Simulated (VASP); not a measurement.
# Rh (P6_3/mmc) in VASP: a series of runs

The runs below take Rh through single point, with PBE.

Everything below comes from runs of VASP 6.6.1. Logs are shortened: lines on timing, memory, paths and dates and some standing lists are left out, and cuts for length are marked.

## (1) The cell of the first run

Symmetry: P6_3/mmc, No. 194, hexagonal system. Conventional cell: a = 2.686 Å, b = 2.686 Å, c = 4.327 Å, α = 90.00°, β = 90.00°, γ = 120.00°. Within 3.5 Å of Rh (site symmetry -6m2) lie 12 Rh at 2.66 to 2.69 Å.

## (2) Single point, PBE

Contents of INCAR:

```
PREC     = Accurate       # precision mode
ENCUT    = 520            # plane-wave cutoff, eV
EDIFF    = 1E-6           # SCF threshold, eV
ISMEAR   = 0              # smearing method
SIGMA    = 0.1            # smearing width, eV
LREAL    = False          # projectors in reciprocal space
LASPH    = True           # aspherical terms in the spheres
NELM     = 60             # most SCF steps
ALGO     = Fast           # electronic algorithm
ISIF     = 2              # what is computed and relaxed
LWAVE    = False          # write WAVECAR
LCHARG   = False          # write CHGCAR
GGA      = PE             # functional
NBANDS   = 22             # bands
```

Contents of KPOINTS:

```
Automatic mesh
0
Gamma
  18 18 10
```

Contents of POSCAR:

```
Rh
1.0
    2.6857870211      0.0000000000      0.0000000000
   -1.3428935106      2.3259597894      0.0000000000
    0.0000000000      0.0000000000      4.3267814682
Rh
2
Direct
    0.6666666667      0.3333333333      0.7500000000
    0.3333333333      0.6666666667      0.2500000000
```

Potentials or basis: VASP PAW PBE potentials, release 64 (Rh_pv).

The run is started by

```
> cat potpaw_PBE.64/Rh_pv/POTCAR > POTCAR
> mpirun -np 1 vasp_std > vasp.out
```

OUTCAR:

```text
PREC = Accurate
   ENCUT = 520
   EDIFF = 1E-6
   ISMEAR = 0
   LREAL = False
   LASPH = True
   NELM = 60
   ISIF = 2
   GGA = PE

 ion  position               nearest neighbor table
   1  0.667  0.333  0.750-   2 2.66   2 2.66   2 2.66   2 2.66   2 2.66   2 2.66
   2  0.333  0.667  0.250-   1 2.66   1 2.66   1 2.66   1 2.66   1 2.66   1 2.66

  LATTYP: Found a hexagonal cell.
 ALAT       =     2.6857870211
 C/A-ratio  =     1.6109920236

  Lattice vectors:

 A1 = (   2.6857870211,   0.0000000000,   0.0000000000)
 A2 = (  -1.3428935106,   2.3259597894,   0.0000000000)
 A3 = (   0.0000000000,   0.0000000000,   4.3267814682)

Analysis of symmetry for initial positions (statically):
=====================================================================
 Subroutine PRICEL returns:
 Original cell was already a primitive cell.

 Routine SETGRP: Setting up the symmetry group for a
 hexagonal supercell.

 Subroutine GETGRP returns: Found 24 space group operations
 (whereof 12 operations were pure point group operations)
 out of a pool of 24 trial point group operations.

The static configuration has the point symmetry D_3d.
 The point group associated with its full space group is D_6h.

Analysis of symmetry for dynamics (positions and initial velocities):
=====================================================================
 Subroutine PRICEL returns:
 Original cell was already a primitive cell.

 Routine SETGRP: Setting up the symmetry group for a
 hexagonal supercell.

 Subroutine GETGRP returns: Found 24 space group operations
 (whereof 12 operations were pure point group operations)
 out of a pool of 24 trial point group operations.

The dynamic configuration has the point symmetry D_3d.
 The point group associated with its full space group is D_6h.

 Subroutine INISYM returns: Found 24 space group operations
 (whereof 12 operations are pure point group operations),
 and found     1 'primitive' translations

----------------------------------------------------------------------------------------

                                     Primitive cell

  volume of cell :      27.0295

  direct lattice vectors                    reciprocal lattice vectors
     2.685787021  0.000000000  0.000000000     0.372330342  0.214965023  0.000000000
    -1.342893511  2.325959789  0.000000000     0.000000000  0.429930046  0.000000000
     0.000000000  0.000000000  4.326781468     0.000000000  0.000000000  0.231118675

  length of vectors
[... 76 lines left out ...]
   ISPIN  =      1    spin polarized calculation?
   LNONCOLLINEAR =      F non collinear calculations
   LSORBIT =      F    spin-orbit coupling
   LASPH  =      T    aspherical Exc in radial PAW
   ENCUT  =  520.0 eV  38.22 Ry    6.18 a.u.   4.99  4.99  8.04*2*pi/ulx,y,z
   NELM   =     60;   NELMIN=  2; NELMDL= -5     # of ELM steps
   EDIFF  = 0.1E-05   stopping-criterion for ELM
   LREAL  =      F    real-space projection
   EDIFFG = 0.1E-04   stopping-criterion for IOM
   NSW    =      0    number of steps for IOM
   IBRION =     -1    ionic relax: 0-MD 1-quasi-New 2-CG
   NFREE  =      0    steps in history (QN), initial steepest desc. (CG)
   ISIF   =      2    stress and relaxation
   ISYM   =      2    0-nonsym 1-usesym 2-fastsym
   POTIM  = 0.5000    time-step for ionic-motion
   TEBEG  =    0.0;   TEEND  =   0.0 temperature during run
   PSTRESS=    0.0 pullay stress
   NELECT =      30.0000    total number of electrons
   NUPDOWN=      -1.0000    fix difference up-down
   EMIN   =  10.00;   EMAX   =-10.00  energy-range for DOS
   EFERMI =   0.00;   METHOD = LEGACY
   ISMEAR =     0;   SIGMA  =   0.10  broadening in eV -4-tet -1-fermi 0-gaus
   EFERMI_NEDOS =   21; number of points for ismear=-14 and -15
   IALGO  =     68    algorithm
   IMIX   =      4    mixing-type and parameters
     AMIX     =   0.40;   BMIX     =  1.00
     AMIX_MAG =   1.60;   BMIX_MAG =  1.00
  volume/ion in A,a.u.               =      13.51        91.20
  Fermi-wavevector in a.u.,A,eV,Ry     =   1.694997  3.203080 39.089753  2.873016
  Thomas-Fermi vector in A             =   2.776121
   LORBIT       =      0    0 simple, 1 ext, 2 COOP (PROOUT), +10 PAW based schemes
   GGA     = PE    functional components
   LHFCALC =     F    Hartree Fock is set to
   AEXX    =    0.0000 exact exchange contribution
   IVDW    =     0    specifies the selected vdW correction
   LEPSILON=     F    determine dielectric tensor
   LRPA    =     F    only Hartree local field effects (RPA)
 non-spin polarized calculation
 RMM-DIIS sequential band-by-band and
 Gauss-broadening in eV      SIGMA  =   0.10
  energy-cutoff  :      520.00
  volume of cell :       27.03
 maximum number of plane-waves:       756
 NGX is ok and might be reduce to    20
   NGX =  9   NGY =  9   NGZ = 17

 number of electron      30.0000002 magnetization

 Free energy of the ion-electron system (eV)
  ---------------------------------------------------
  ext. energy  EPLUGINS =         0.00000000
  ---------------------------------------------------
  free energy    TOTEN  =       -14.40797345 eV

  energy without entropy =      -14.39226066  energy(sigma->0) =      -14.40011705

 E-fermi :  12.3296     XC(G=0): -14.1415

 val. band max:       12.3266672176   @ k =   0.2222   0.0556   0.4000
 cond. band min:      12.3311828728   @ k =   0.0000   0.0000   0.3000
 fundamental gap:      0.0045156553
 Fermi energy:        12.3295906408

 k-point     1 :       0.0000    0.0000    0.0000
  band No.  band energies     occupation
      1     -34.9850      2.00000
      2     -34.2793      2.00000
      3     -34.2793      2.00000
      4     -34.1821      2.00000
      5     -34.1635      2.00000
      6     -34.1635      2.00000
[... 589 lines left out ...]
     21      24.3112      0.00000
     22      27.1856      0.00000

 [... further k-points ...]
[... 5 lines left out ...]
  --------------------------------------------------------------------------------------
  -------------------------------------------------------------------------------------
  Total        2.0269691      2.0269691      2.0363891     -0.0000000      0.0000000      0.0000000
  in kB      120.1486734    120.1486734    120.7070457     -0.0000000      0.0000000      0.0000000
  external PRESSURE =     120.3347975 kB  Pullay stress =       0.0000000 kB

 VOLUME and BASIS-vectors are now :
 -----------------------------------------------------------------------------
  energy-cutoff  :      520.00
  volume of cell :       27.03
      direct lattice vectors                 reciprocal lattice vectors
     2.685787021  0.000000000  0.000000000     0.372330342  0.214965023  0.000000000
    -1.342893511  2.325959789  0.000000000     0.000000000  0.429930046  0.000000000
     0.000000000  0.000000000  4.326781468     0.000000000  0.000000000  0.231118675

 POSITION                                       TOTAL-FORCE (eV/Angst)
 -----------------------------------------------------------------------------------
      1.34289      0.77532      3.24509         0.000000     -0.000000      0.000000
     -0.00000      1.55064      1.08170        -0.000000      0.000000      0.000000
 -----------------------------------------------------------------------------------
    total drift:                               -0.000000      0.000000     -0.000000

  FREE ENERGIE OF THE ION-ELECTRON SYSTEM (eV)
  ---------------------------------------------------
  free  energy   TOTEN  =       -14.4079734462 eV

  energy  without entropy=      -14.3922606580  energy(sigma->0) =      -14.40011705
```

It took 75 s on 1 thread of AMD EPYC 7R43 (Zen 3), shared host; peak memory 0.18 GiB.

Results:

```
Free energy            : -14.4080 eV
Pressure               : 12.0 GPa
Band gap on the k mesh : zero (band 15 reaches 12.98 eV, above the bottom of band 16 at 10.49 eV)
```

(Continued in part 2 of 2.)
